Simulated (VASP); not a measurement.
# GaP (F-43m) in VASP: further runs

Aim: see how the results for GaP move with the level of theory and the settings. Levels: HF, PBE. Tasks: single point.

Everything below comes from runs of VASP 6.6.1. Logs are shortened: lines on timing, memory, paths and dates and some standing lists are left out, and cuts for length are marked.

**The experiment to reproduce.**

From “Stacking defects in GaP nanowires: Electronic structure and optical properties”, 2018, arxiv:1810.01194, for a bulk crystal of GaP at 10 K: band gap 2.34 eV (indirect).

The results are compared with them further down.

### 1 The cell of the first run

Symmetry: F-43m, No. 216, cubic system. The conventional cell has a = 5.451 Å, b = 5.451 Å, c = 5.451 Å, α = 90.00°, β = 90.00°, γ = 90.00°. Within 3.1 Å of Ga (site symmetry -43m) lie 4 P at 2.36 Å. Within 3.1 Å of P (site symmetry -43m) lie 4 Ga at 2.36 Å.

### 2 Single point, HF

The input, POSCAR:

```
GaP
1.0
    0.0000000000      2.7252500000      2.7252500000
    2.7252500000      0.0000000000      2.7252500000
    2.7252500000      2.7252500000      0.0000000000
Ga P
1 1
Direct
    0.0000000000      0.0000000000      0.0000000000
    0.7500000000      0.7500000000      0.7500000000
```

The input, INCAR.step1:

```
ALGO = Normal
EDIFF = 1E-5
ENCUT = 400
GGA = PE
GGA_COMPAT = False
ISIF = 2
ISMEAR = -1
LASPH = True
LCHARG = False
LREAL = False
LWAVE = True
NBANDS = 16
NELM = 120
PREC = Accurate
SIGMA = 0.05
```

The input, INCAR.step2:

```
AEXX = 1.0
AGGAC = 0.0
ALDAC = 0.0
ALGO = Normal
EDIFF = 1E-6
ENCUT = 400
GGA = PE
GGA_COMPAT = False
ISIF = 2
ISMEAR = -1
ISTART = 1
LASPH = True
LCHARG = False
LHFCALC = True
LREAL = False
LWAVE = False
NBANDS = 16
NELM = 120
PREC = Accurate
PRECFOCK = Normal
SIGMA = 0.05
```

The input, KPOINTS:

```
k-points
0
Gamma
  4 4 4
```

Potentials or basis: VASP PAW PBE potentials, release 64 (Ga_d, P).

Started as:

```
cat potpaw_PBE.64/Ga_d/POTCAR potpaw_PBE.64/P/POTCAR > POTCAR
cp INCAR.step1 INCAR
mpirun -np 1 vasp_std > vasp.out
cp INCAR.step2 INCAR
mpirun -np 1 vasp_std > vasp.out
```

OUTCAR:

```text
AEXX = 1.0
   EDIFF = 1E-6
   ENCUT = 400
   GGA = PE
   ISIF = 2
   ISMEAR = -1
   ISTART = 1
   LASPH = True
   LHFCALC = True
   LREAL = False
   NELM = 120
   PREC = Accurate
   PRECFOCK = Normal

 ion  position               nearest neighbor table
   1  0.000  0.000  0.000-   2 2.36   2 2.36   2 2.36   2 2.36
   2  0.750  0.750  0.750-   1 2.36   1 2.36   1 2.36   1 2.36

  LATTYP: Found a face centered cubic cell.
 ALAT       =     5.4505000000

  Lattice vectors:

 A1 = (   0.0000000000,   2.7252500000,   2.7252500000)
 A2 = (   2.7252500000,   0.0000000000,   2.7252500000)
 A3 = (   2.7252500000,   2.7252500000,   0.0000000000)

Analysis of symmetry for initial positions (statically):
[... 5 lines left out ...]
 face centered cubic supercell.

 Subroutine GETGRP returns: Found 24 space group operations
 (whereof 24 operations were pure point group operations)
 out of a pool of 48 trial point group operations.

The static configuration has the point symmetry T_d .

Analysis of symmetry for dynamics (positions and initial velocities):
[... 5 lines left out ...]
 face centered cubic supercell.

 Subroutine GETGRP returns: Found 24 space group operations
 (whereof 24 operations were pure point group operations)
 out of a pool of 48 trial point group operations.

The dynamic configuration has the point symmetry T_d .

 Subroutine INISYM returns: Found 24 space group operations
 (whereof 24 operations are pure point group operations),
 and found     1 'primitive' translations

----------------------------------------------------------------------------------------

                                     Primitive cell

  volume of cell :      40.4808

  direct lattice vectors                    reciprocal lattice vectors
     0.000000000  2.725250000  2.725250000    -0.183469406  0.183469406  0.183469406
     2.725250000  0.000000000  2.725250000     0.183469406 -0.183469406  0.183469406
     2.725250000  2.725250000  0.000000000     0.183469406  0.183469406 -0.183469406

  length of vectors
     3.854085511  3.854085511  3.854085511     0.317778334  0.317778334  0.317778334

  position of ions in fractional coordinates (direct lattice)
     0.000000000  0.000000000  0.000000000
     0.750000000  0.750000000  0.750000000

  ion indices of the primitive-cell ions
   primitive index   ion index
                 1           1
                 2           2

----------------------------------------------------------------------------------------

 KPOINTS: k-points

Automatic generation of k-mesh.
 Grid dimensions read from file:
 generate k-points for:    4    4    4

 Generating k-lattice:

  Cartesian coordinates                     Fractional coordinates (reciprocal lattice)
    -0.045867352  0.045867352  0.045867352     0.250000000  0.000000000  0.000000000
     0.045867352 -0.045867352  0.045867352     0.000000000  0.250000000  0.000000000
     0.045867352  0.045867352 -0.045867352     0.000000000  0.000000000  0.250000000

  Length of vectors
     0.079444583  0.079444583  0.079444583

  Shift w.r.t. Gamma in fractional coordinates (k-lattice)
     0.000000000  0.000000000  0.000000000

 Subroutine IBZKPT returns following result:
 ===========================================

 Found      8 irreducible k-points:

 Following reciprocal coordinates:
            Coordinates               Weight
  0.000000  0.000000  0.000000      1.000000
  0.250000  0.000000  0.000000      8.000000
  0.500000  0.000000  0.000000      4.000000
  0.250000  0.250000  0.000000      6.000000
  0.500000  0.250000  0.000000     24.000000
 -0.250000  0.250000  0.000000     12.000000
  0.500000  0.500000  0.000000      3.000000
 -0.250000  0.500000  0.250000      6.000000
   k-points           NKPTS =      8   k-points in BZ     NKDIM =     64   number of bands    NBANDS=     16
   number of dos      NEDOS =    301   number of ions     NIONS =      2
   total plane-waves  NPLWV =  21952
   dimension x,y,z NGX =    28 NGY =   28 NGZ =   28
   dimension x,y,z NGXF=    56 NGYF=   56 NGZF=   56
   ions per type =               1   1
   NGX,Y,Z   is equivalent  to a cutoff of  12.08, 12.08, 12.08 a.u.
   NGXF,Y,Z  is equivalent  to a cutoff of  24.16, 24.16, 24.16 a.u.
 SYSTEM =  unknown system
   PREC   = accura    normal or accurate (medium, high low for compatibility)
   ISTART =      1    job   : 0-new  1-cont  2-samecut
   ICHARG =      0    charge: 1-file 2-atom 10-const
   ISPIN  =      1    spin polarized calculation?
   LNONCOLLINEAR =      F non collinear calculations
   LSORBIT =      F    spin-orbit coupling
   LASPH  =      T    aspherical Exc in radial PAW
   ENCUT  =  400.0 eV  29.40 Ry    5.42 a.u.   6.29  6.29  6.29*2*pi/ulx,y,z
   NELM   =    120;   NELMIN=  2; NELMDL=  0     # of ELM steps
   EDIFF  = 0.1E-05   stopping-criterion for ELM
   LREAL  =      F    real-space projection
   EDIFFG = 0.1E-04   stopping-criterion for IOM
   NSW    =      0    number of steps for IOM
   IBRION =     -1    ionic relax: 0-MD 1-quasi-New 2-CG
   NFREE  =      0    steps in history (QN), initial steepest desc. (CG)
   ISIF   =      2    stress and relaxation
   ISYM   =      3    0-nonsym 1-usesym 2-fastsym
   POTIM  = 0.5000    time-step for ionic-motion
   TEBEG  =    0.0;   TEEND  =   0.0 temperature during run
   PSTRESS=    0.0 pullay stress
   NELECT =      18.0000    total number of electrons
   NUPDOWN=      -1.0000    fix difference up-down
   EMIN   =  10.00;   EMAX   =-10.00  energy-range for DOS
   EFERMI =   0.00;   METHOD = LEGACY
   ISMEAR =    -1;   SIGMA  =   0.05  broadening in eV -4-tet -1-fermi 0-gaus
   EFERMI_NEDOS =   21; number of points for ismear=-14 and -15
   IALGO  =     38    algorithm
   IMIX   =      1    mixing-type and parameters
     AMIX     =   0.40;   BMIX     =  1.00
     AMIX_MAG =   1.60;   BMIX_MAG =  1.00
  volume/ion in A,a.u.               =      20.24       136.59
  Fermi-wavevector in a.u.,A,eV,Ry     =   1.249538  2.361284 21.243377  1.561344
  Thomas-Fermi vector in A             =   2.383574
   LORBIT       =      0    0 simple, 1 ext, 2 COOP (PROOUT), +10 PAW based schemes
   GGA     = PE    functional components
   LHFCALC =     T    Hartree Fock is set to
   PRECFOCK=normal    Normal, Fast or Accurate (Low or Medium for compatibility)
   ENCUT4O =  -1.0   cutoff for four orbital integrals eV
   NKREDX  =     1    reduce k-point grid by
   NKREDY  =     1    reduce k-point grid by
   NKREDZ  =     1    reduce k-point grid by
   AEXX    =    1.0000 exact exchange contribution
   HFSCREEN=    0.0000 screening length (either q_TF or 0.3 A-1)
   HFSCREENC=   0.0000 screening length for correlation (either q_TF or 0.3 A-1)
   ENCUTFOCK=  -1.0 apply spherical cutoff to Coloumb kernel
   IVDW    =     0    specifies the selected vdW correction
   LEPSILON=     F    determine dielectric tensor
   LRPA    =     F    only Hartree local field effects (RPA)
 non-spin polarized calculation
  energy-cutoff  :      400.00
  volume of cell :       40.48
 maximum number of plane-waves:       754
 NGX is ok and might be reduce to    28
  NGX = 20; NGY = 20; NGZ = 20

 number of electron      18.0000017 magnetization

 Free energy of the ion-electron system (eV)
  ---------------------------------------------------
  ext. energy  EPLUGINS =         0.00000000
  ---------------------------------------------------
  free energy    TOTEN  =       -17.25834795 eV

  energy without entropy =      -17.25834795  energy(sigma->0) =      -17.25834795

 E-fermi :   3.5347     XC(G=0):   0.0000

 val. band max:        2.4210074831   @ k =   0.0000   0.0000   0.0000
 cond. band min:      10.2947282131   @ k =   0.5000   0.5000   0.0000
 fundamental gap:      7.8737207300
 Fermi energy:         3.5347488116

 k-point     1 :       0.0000    0.0000    0.0000
  band No.  band energies     occupation
      1     -22.0436      2.00000
      2     -22.0436      2.00000
      3     -22.0436      2.00000
      4     -21.9212      2.00000
      5     -21.9212      2.00000
      6     -14.9819      2.00000
[... 8 lines left out ...]
     15      20.1973      0.00000
     16      20.1973      0.00000

 k-point     2 :       0.2500    0.0000    0.0000
  band No.  band energies     occupation
      1     -22.0570      2.00000
      2     -22.0319      2.00000
      3     -22.0319      2.00000
      4     -21.9217      2.00000
      5     -21.9217      2.00000
      6     -13.9619      2.00000
[... 8 lines left out ...]
     15      19.1289      0.00000
     16      20.0562      0.00000

 k-point     3 :       0.5000    0.0000    0.0000
  band No.  band energies     occupation
      1     -22.0706      2.00000
      2     -22.0221      2.00000
      3     -22.0221      2.00000
      4     -21.9200      2.00000
      5     -21.9200      2.00000
      6     -12.2808      2.00000
[... 8 lines left out ...]
     15      22.8560      0.00000
     16      22.8560      0.00000

 k-point     4 :       0.2500    0.2500    0.0000
  band No.  band energies     occupation
      1     -22.0741      2.00000
      2     -22.0192      2.00000
      3     -22.0192      2.00000
      4     -21.9316      2.00000
      5     -21.9148      2.00000
      6     -13.6067      2.00000
[... 8 lines left out ...]
     15      21.4394      0.00000
     16      23.7745      0.00000

 k-point     5 :       0.5000    0.2500    0.0000
  band No.  band energies     occupation
      1     -22.0832      2.00000
      2     -22.0107      2.00000
      3     -22.0073      2.00000
      4     -21.9322      2.00000
      5     -21.9150      2.00000
      6     -11.8383      2.00000
[... 8 lines left out ...]
     15      22.9599      0.00000
     16      24.4345      0.00000

 k-point     6 :      -0.2500    0.2500    0.0000
  band No.  band energies     occupation
      1     -22.0715      2.00000
      2     -22.0182      2.00000
      3     -22.0182      2.00000
      4     -21.9233      2.00000
      5     -21.9219      2.00000
      6     -12.5019      2.00000
[... 8 lines left out ...]
     15      22.2059      0.00000
     16      24.6002      0.00000

 k-point     7 :       0.5000    0.5000    0.0000
  band No.  band energies     occupation
      1     -22.1024      2.00000
      2     -21.9943      2.00000
      3     -21.9943      2.00000
      4     -21.9441      2.00000
      5     -21.9084      2.00000
      6     -11.1004      2.00000
[... 8 lines left out ...]
     15      23.7086      0.00000
     16      23.9413      0.00000

 k-point     8 :      -0.2500    0.5000    0.2500
  band No.  band energies     occupation
      1     -22.0855      2.00000
      2     -22.0128      2.00000
      3     -21.9954      2.00000
      4     -21.9334      2.00000
      5     -21.9165      2.00000
      6     -11.0037      2.00000
[... 8 lines left out ...]
     15      23.4060      0.00000
     16      25.0222      0.00000

------------------------ aborting loop because EDIFF is reached ----------------------------------------

  FORCE on cell =-STRESS in cart. coord.  units (eV):
  Direction    XX          YY          ZZ          XY          YZ          ZX
  --------------------------------------------------------------------------------------
  -------------------------------------------------------------------------------------
  Total        1.2270740      1.2270740      1.2270740     -0.0000000      0.0000000     -0.0000000
  in kB       48.5659963     48.5659963     48.5659963     -0.0000000      0.0000000     -0.0000000
  external PRESSURE =      48.5659963 kB  Pullay stress =       0.0000000 kB

 VOLUME and BASIS-vectors are now :
 -----------------------------------------------------------------------------
  energy-cutoff  :      400.00
  volume of cell :       40.48
      direct lattice vectors                 reciprocal lattice vectors
     0.000000000  2.725250000  2.725250000    -0.183469406  0.183469406  0.183469406
     2.725250000  0.000000000  2.725250000     0.183469406 -0.183469406  0.183469406
     2.725250000  2.725250000  0.000000000     0.183469406  0.183469406 -0.183469406

 POSITION                                       TOTAL-FORCE (eV/Angst)
 -----------------------------------------------------------------------------------
      0.00000      0.00000      0.00000        -0.000000     -0.000000      0.000000
      4.08788      4.08788      4.08788         0.000000      0.000000     -0.000000
 -----------------------------------------------------------------------------------
    total drift:                               -0.000077     -0.000050     -0.000033

  FREE ENERGIE OF THE ION-ELECTRON SYSTEM (eV)
  ---------------------------------------------------
  free  energy   TOTEN  =       -17.2583479512 eV

  energy  without entropy=      -17.2583479512  energy(sigma->0) =      -17.25834795
```

Run time: 6.4 min. Hardware: 1 thread of Intel Xeon Platinum 8259CL at 2.50GHz (Skylake/Cascade Lake), shared host; peak memory 0.16 GiB.

What came out:

```yaml
Free_energy: -17.2583 eV
Pressure: 4.9 GPa
Band_gap_on_the_k_mesh: 7.87 eV, indirect (least direct gap 9.44 eV)
```

Levels at points of the mesh, in eV from the valence-band top:
| k point | band 5 | band 6 | band 7 | band 8 | band 9 | band 10 | band 11 | band 12 | band 13 | band 14 |
| --- | --- | --- | --- | --- | --- | --- | --- | --- | --- | --- |
| (0.00, 0.00, 0.00) | -24.34 | -17.40 | 0.00 | 0.00 | 0.00 | 9.44 | 11.02 | 11.02 | 11.02 | 16.74 |
| (0.50, 0.00, 0.00) | -24.34 | -14.70 | -8.76 | -1.43 | -1.43 | 8.71 | 11.87 | 11.87 | 15.73 | 19.48 |
| (0.50, 0.50, 0.00) | -24.33 | -13.52 | -8.80 | -3.52 | -3.52 | 7.87 | 8.46 | 19.96 | 19.96 | 20.23 |

Caveat: the k points lie up to 0.50 Å⁻¹ apart; the PAW data sets were made with another functional, which shifts forces and pressure a little. A k mesh can miss the band edges.

### 3 Single point, PBE

The input, INCAR:

```
SYSTEM = GaP
PREC = Accurate ; ENCUT = 500
EDIFF = 1E-6 ; ISMEAR = 0
SIGMA = 0.01 ; LREAL = .FALSE.
LASPH = .TRUE. ; NELM = 120
ALGO = Normal ; ISIF = 2
LWAVE = .FALSE. ; LCHARG = .TRUE.
GGA = PE ; LELF = .TRUE.
LVHAR = .TRUE. ; NBANDS = 16
GGA_COMPAT = .FALSE.
```

The input, KPOINTS:

```
Automatic mesh
0
G
  6 6 6
  0 0 0
```

POSCAR is that of step 2.

Potentials or basis: VASP PAW PBE potentials, release 64 (Ga_d, P).

Started as:

```
cat potpaw_PBE.64/Ga_d/POTCAR potpaw_PBE.64/P/POTCAR > POTCAR
mpirun -np 1 vasp_std > vasp.out
```

It took 5.9 s on 1 thread of Intel Xeon 6975P-C (Granite Rapids), shared host; peak memory 0.15 GiB.

The run converged. Its results:

```
Free energy            : -9.1023 eV
Pressure               : 2.4 GPa
Band gap on the k mesh : 1.65 eV, indirect (least direct gap 1.82 eV)
```

Levels at points of the mesh, in eV from the valence-band top:
| k point | band 5 | band 6 | band 7 | band 8 | band 9 | band 10 | band 11 | band 12 | band 13 | band 14 |
| --- | --- | --- | --- | --- | --- | --- | --- | --- | --- | --- |
| (0.00, 0.00, 0.00) | -14.46 | -12.49 | 0.00 | 0.00 | 0.00 | 1.82 | 3.89 | 3.89 | 3.89 | 8.80 |
| (0.50, 0.00, 0.00) | -14.45 | -10.43 | -6.63 | -1.12 | -1.12 | 1.67 | 4.72 | 4.72 | 8.28 | 10.89 |
| (0.50, 0.50, 0.00) | -14.44 | -9.53 | -6.76 | -2.68 | -2.68 | 1.65 | 1.82 | 10.59 | 10.59 | 11.20 |

### 4 How close it comes

Step 3. A measured gap of GaP is 2.34 eV (indirect; 10 K; quoted in “Stacking defects in GaP nanowires: Electronic structure and optical properties”, 2018, arxiv:1810.01194); the calculated 1.65 eV misses it by -0.69 eV. Spin-orbit coupling on Ga is left out. The value is that of PBE on a finite k mesh, which can miss the band edges, without temperature or zero-point motion. Semilocal functionals fall short of measured gaps as a rule.
